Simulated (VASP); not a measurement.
# Ni (Im-3m) in VASP: single point with PBE

Aim: the single point of Ni with PBE.

Everything below comes from runs of VASP 6.6.1. Logs are shortened: lines on timing, memory, paths and dates and some standing lists are left out, and cuts for length are marked.

### 1 The cell of the first run

Symmetry: Im-3m, No. 229, cubic system. The conventional cell has a = 2.927 Å, b = 2.927 Å, c = 2.927 Å, α = 90.00°, β = 90.00°, γ = 90.00°. Ni (site symmetry m-3m) has 14 Ni at 2.53 to 2.93 Å within 3.3 Å.

### 2 Single point, PBE, collinear spin, ferromagnetic start

Contents of INCAR:

```
SYSTEM = Ni
ALGO = Normal
EDIFF = 1E-6
ENCUT = 600
GGA = PE
GGA_COMPAT = .FALSE.
ISIF = 2
ISMEAR = -1
ISPIN = 2
LASPH = .TRUE.
LCHARG = .TRUE.
LELF = .TRUE.
LMAXMIX = 4
LORBIT = 11
LREAL = .FALSE.
LVHAR = .TRUE.
LWAVE = .FALSE.
MAGMOM = 0.76
NBANDS = 15
NELM = 200
PREC = Accurate
SIGMA = 0.1
```

Contents of KPOINTS:

```
k-points
0
G
  8 8 8
  0 0 0
```

Contents of POSCAR:

```
Ni
1.0
   -1.4635000000      1.4635000000      1.4635000000
    1.4635000000     -1.4635000000      1.4635000000
    1.4635000000      1.4635000000     -1.4635000000
Ni
1
Direct
    0.0000000000      0.0000000000      0.0000000000
```

Potentials or basis: VASP PAW PBE potentials, release 64 (Ni).

Launch:

```bash
$ cat potpaw_PBE.64/Ni/POTCAR > POTCAR
$ mpirun -np 1 vasp_std > vasp.out
```

OUTCAR:

```text
SYSTEM = Ni
   EDIFF = 1E-6
   ENCUT = 600
   GGA = PE
   ISIF = 2
   ISMEAR = -1
   ISPIN = 2
   LASPH = .TRUE.
   LORBIT = 11
   LREAL = .FALSE.
   NELM = 200
   PREC = Accurate

 ion  position               nearest neighbor table
   1  0.000  0.000  0.000-

  LATTYP: Found a body centered cubic cell.
 ALAT       =     2.9270000000

  Lattice vectors:

 A1 = (  -1.4635000000,   1.4635000000,   1.4635000000)
 A2 = (   1.4635000000,  -1.4635000000,   1.4635000000)
 A3 = (   1.4635000000,   1.4635000000,  -1.4635000000)

Analysis of symmetry for initial positions (statically):
=====================================================================
 Subroutine PRICEL returns:
 Original cell was already a primitive cell.

 Routine SETGRP: Setting up the symmetry group for a
 body centered cubic supercell.

 Subroutine GETGRP returns: Found 48 space group operations
 (whereof 48 operations were pure point group operations)
 out of a pool of 48 trial point group operations.

The static configuration has the point symmetry O_h .

Analysis of symmetry for dynamics (positions and initial velocities):
=====================================================================
 Subroutine PRICEL returns:
 Original cell was already a primitive cell.

 Routine SETGRP: Setting up the symmetry group for a
 body centered cubic supercell.

 Subroutine GETGRP returns: Found 48 space group operations
 (whereof 48 operations were pure point group operations)
 out of a pool of 48 trial point group operations.

The dynamic configuration has the point symmetry O_h .

Analysis of structural, dynamic, and magnetic symmetry:
=====================================================================
 Subroutine PRICEL returns:
 Original cell was already a primitive cell.

 Routine SETGRP: Setting up the symmetry group for a
 body centered cubic supercell.

 Subroutine GETGRP returns: Found 48 space group operations
 (whereof 48 operations were pure point group operations)
 out of a pool of 48 trial point group operations.

The overall configuration has the point symmetry O_h .

 Subroutine INISYM returns: Found 48 space group operations
 (whereof 48 operations are pure point group operations),
 and found     1 'primitive' translations

----------------------------------------------------------------------------------------

                                     Primitive cell

  volume of cell :      12.5383

  direct lattice vectors                    reciprocal lattice vectors
    -1.463500000  1.463500000  1.463500000     0.000000000  0.341646737  0.341646737
     1.463500000 -1.463500000  1.463500000     0.341646737  0.000000000  0.341646737
     1.463500000  1.463500000 -1.463500000     0.341646737  0.341646737  0.000000000

  length of vectors
     2.534856357  2.534856357  2.534856357     0.483161449  0.483161449  0.483161449

  position of ions in fractional coordinates (direct lattice)
     0.000000000  0.000000000  0.000000000

  ion indices of the primitive-cell ions
   primitive index   ion index
                 1           1

----------------------------------------------------------------------------------------

 KPOINTS: k-points

Automatic generation of k-mesh.
 Grid dimensions read from file:
 generate k-points for:    8    8    8

 Generating k-lattice:

  Cartesian coordinates                     Fractional coordinates (reciprocal lattice)
     0.000000000  0.042705842  0.042705842     0.125000000  0.000000000  0.000000000
     0.042705842  0.000000000  0.042705842     0.000000000  0.125000000  0.000000000
     0.042705842  0.042705842  0.000000000     0.000000000  0.000000000  0.125000000

  Length of vectors
     0.060395181  0.060395181  0.060395181

  Shift w.r.t. Gamma in fractional coordinates (k-lattice)
     0.000000000  0.000000000  0.000000000

 Subroutine IBZKPT returns following result:
 ===========================================

 Found     29 irreducible k-points:

 Following reciprocal coordinates:
            Coordinates               Weight
  0.000000  0.000000  0.000000      1.000000
  0.125000  0.000000  0.000000     12.000000
  0.250000  0.000000  0.000000     12.000000
  0.375000  0.000000  0.000000     12.000000
  0.500000  0.000000  0.000000      6.000000
  0.125000  0.125000  0.000000     24.000000
[... 16 lines left out ...]
 -0.250000  0.250000  0.250000      6.000000
 -0.375000  0.375000  0.250000     24.000000
 [... further k-points ...]
   k-points           NKPTS =     29   k-points in BZ     NKDIM =     29   number of bands    NBANDS=     15
   number of dos      NEDOS =    301   number of ions     NIONS =      1
   total plane-waves  NPLWV =   8000
   dimension x,y,z NGX =    20 NGY =   20 NGZ =   20
   dimension x,y,z NGXF=    40 NGYF=   40 NGZF=   40
   ions per type =               1
   NGX,Y,Z   is equivalent  to a cutoff of  13.12, 13.12, 13.12 a.u.
   NGXF,Y,Z  is equivalent  to a cutoff of  26.23, 26.23, 26.23 a.u.
 SYSTEM =  Ni
   PREC   = accura    normal or accurate (medium, high low for compatibility)
   ISTART =      0    job   : 0-new  1-cont  2-samecut
   ICHARG =      2    charge: 1-file 2-atom 10-const
   ISPIN  =      2    spin polarized calculation?
   LNONCOLLINEAR =      F non collinear calculations
   LSORBIT =      F    spin-orbit coupling
   LASPH  =      T    aspherical Exc in radial PAW
   ENCUT  =  600.0 eV  44.10 Ry    6.64 a.u.   5.06  5.06  5.06*2*pi/ulx,y,z
   NELM   =    200;   NELMIN=  2; NELMDL= -5     # of ELM steps
   EDIFF  = 0.1E-05   stopping-criterion for ELM
   LREAL  =      F    real-space projection
   EDIFFG = 0.1E-04   stopping-criterion for IOM
   NSW    =      0    number of steps for IOM
   IBRION =     -1    ionic relax: 0-MD 1-quasi-New 2-CG
   NFREE  =      0    steps in history (QN), initial steepest desc. (CG)
   ISIF   =      2    stress and relaxation
   ISYM   =      2    0-nonsym 1-usesym 2-fastsym
   POTIM  = 0.5000    time-step for ionic-motion
   TEBEG  =    0.0;   TEEND  =   0.0 temperature during run
   PSTRESS=    0.0 pullay stress
   NELECT =      10.0000    total number of electrons
   NUPDOWN=      -1.0000    fix difference up-down
   EMIN   =  10.00;   EMAX   =-10.00  energy-range for DOS
   EFERMI =   0.00;   METHOD = LEGACY
   ISMEAR =    -1;   SIGMA  =   0.10  broadening in eV -4-tet -1-fermi 0-gaus
   EFERMI_NEDOS =   21; number of points for ismear=-14 and -15
   IALGO  =     38    algorithm
   IMIX   =      4    mixing-type and parameters
     AMIX     =   0.40;   BMIX     =  1.00
     AMIX_MAG =   1.60;   BMIX_MAG =  1.00
  volume/ion in A,a.u.               =      12.54        84.61
  Fermi-wavevector in a.u.,A,eV,Ry     =   1.518199  2.868981 31.360463  2.304929
  Thomas-Fermi vector in A             =   2.627352
   LORBIT       =     11    0 simple, 1 ext, 2 COOP (PROOUT), +10 PAW based schemes
   GGA     = PE    functional components
   LHFCALC =     F    Hartree Fock is set to
   AEXX    =    0.0000 exact exchange contribution
   IVDW    =     0    specifies the selected vdW correction
   LEPSILON=     F    determine dielectric tensor
   LRPA    =     F    only Hartree local field effects (RPA)
 spin polarized calculation
  energy-cutoff  :      600.00
  volume of cell :       12.54
 maximum number of plane-waves:       429
   NGX = 11   NGY = 11   NGZ = 11

 number of electron      10.0000000 magnetization       0.7600000

 number of electron       9.9999992 magnetization       0.6317661

 Free energy of the ion-electron system (eV)
  ---------------------------------------------------
  ext. energy  EPLUGINS =         0.00000000
  ---------------------------------------------------
  free energy    TOTEN  =        -5.30711653 eV

  energy without entropy =       -5.24119545  energy(sigma->0) =       -5.27415599

 E-fermi :   7.4779     XC(G=0): -12.4341

 val. band max:        7.4433899590   @ k =   0.3750   0.1250   0.0000
 cond. band min:       7.4841406723   @ k =   0.5000   0.5000   0.3750
 fundamental gap:      0.0407507133
 Fermi energy:         7.4778669683

 spin component 1

 k-point     1 :       0.0000    0.0000    0.0000
  band No.  band energies     occupation
      1      -0.5557      1.00000
      2       5.4001      1.00000
      3       5.4001      1.00000
      4       5.4001      1.00000
      5       6.5621      0.99989
      6       6.5621      0.99989
      7      32.3893      0.00000
      8      32.3893      0.00000
      9      32.3893      0.00000
     10      36.1079      0.00000
     11      36.1079      0.00000
     12      36.1079      0.00000
     13      36.3974      0.00000
     14      36.3974      0.00000
     15      37.5339      0.00000
[... 397 lines left out ...]
 k-point    24 :      -0.3750    0.3750    0.2500
  band No.  band energies     occupation
      1       4.1584      1.00000
      2       4.7812      1.00000
      3       5.7236      1.00000
      4       6.0554      1.00000
      5       6.7802      0.99907
      6       9.0219      0.00000
      7      17.6293      0.00000
      8      20.4755      0.00000
      9      23.5527      0.00000
     10      26.6214      0.00000
     11      35.2336      0.00000
     12      38.1030      0.00000
     13      40.2883      0.00000
     14      45.6920      0.00000
     15      49.0727      0.00000

 [... further k-points ...]

 spin component 2

 k-point     1 :       0.0000    0.0000    0.0000
  band No.  band energies     occupation
      1      -0.5762      1.00000
      2       6.1469      1.00000
      3       6.1469      1.00000
      4       6.1469      1.00000
      5       7.1361      0.96825
      6       7.1361      0.96825
      7      32.2588      0.00000
      8      32.2588      0.00000
      9      32.2588      0.00000
     10      36.3097      0.00000
     11      36.3097      0.00000
     12      36.3097      0.00000
     13      36.3154      0.00000
     14      36.3154      0.00000
     15      37.6838      0.00000
[... 397 lines left out ...]
 k-point    24 :      -0.3750    0.3750    0.2500
  band No.  band energies     occupation
      1       4.4323      1.00000
      2       5.2262      1.00000
      3       6.4572      0.99996
      4       6.7668      0.99918
      5       7.5981      0.23115
      6       9.3185      0.00000
      7      17.7754      0.00000
      8      20.5945      0.00000
      9      23.5982      0.00000
     10      26.6764      0.00000
     11      35.3236      0.00000
     12      38.1689      0.00000
     13      40.3343      0.00000
     14      45.7260      0.00000
     15      49.2013      0.00000

 [... further k-points ...]
[... 5 lines left out ...]
  --------------------------------------------------------------------------------------
  -------------------------------------------------------------------------------------
  Total       -1.3710253     -1.3710253     -1.3710253      0.0000000      0.0000000      0.0000000
  in kB     -175.1934537   -175.1934537   -175.1934537      0.0000000      0.0000000      0.0000000
  external PRESSURE =    -175.1934537 kB  Pullay stress =       0.0000000 kB

 VOLUME and BASIS-vectors are now :
 -----------------------------------------------------------------------------
  energy-cutoff  :      600.00
  volume of cell :       12.54
      direct lattice vectors                 reciprocal lattice vectors
    -1.463500000  1.463500000  1.463500000     0.000000000  0.341646737  0.341646737
     1.463500000 -1.463500000  1.463500000     0.341646737  0.000000000  0.341646737
     1.463500000  1.463500000 -1.463500000     0.341646737  0.341646737  0.000000000

 POSITION                                       TOTAL-FORCE (eV/Angst)
 -----------------------------------------------------------------------------------
      0.00000      0.00000      0.00000        -0.000000      0.000000      0.000000
 -----------------------------------------------------------------------------------
    total drift:                                0.000000     -0.000000      0.000000

  FREE ENERGIE OF THE ION-ELECTRON SYSTEM (eV)
  ---------------------------------------------------
  free  energy   TOTEN  =        -5.3071165276 eV

  energy  without entropy=       -5.2411954463  energy(sigma->0) =       -5.27415599

 total charge

# of ion       s       p       d       tot
------------------------------------------
    1        0.440   0.377   8.283   9.099

 magnetization (x)

# of ion       s       p       d       tot
------------------------------------------
    1       -0.004  -0.017   0.671   0.651
```

Run time: 11 s. Hardware: 1 thread of Intel Xeon 6975P-C, shared host; peak memory 0.13 GiB.

What came out:

```yaml
Free_energy: -5.3071 eV
Pressure: -17.5 GPa
Net_moment: 0.63 μB per cell
Site_moments: Ni +0.65 μB
Valence_electrons_inside_the_program's_atomic_spheres: Ni 9.10
```

Caveat: the k points lie up to 0.38 Å⁻¹ apart.
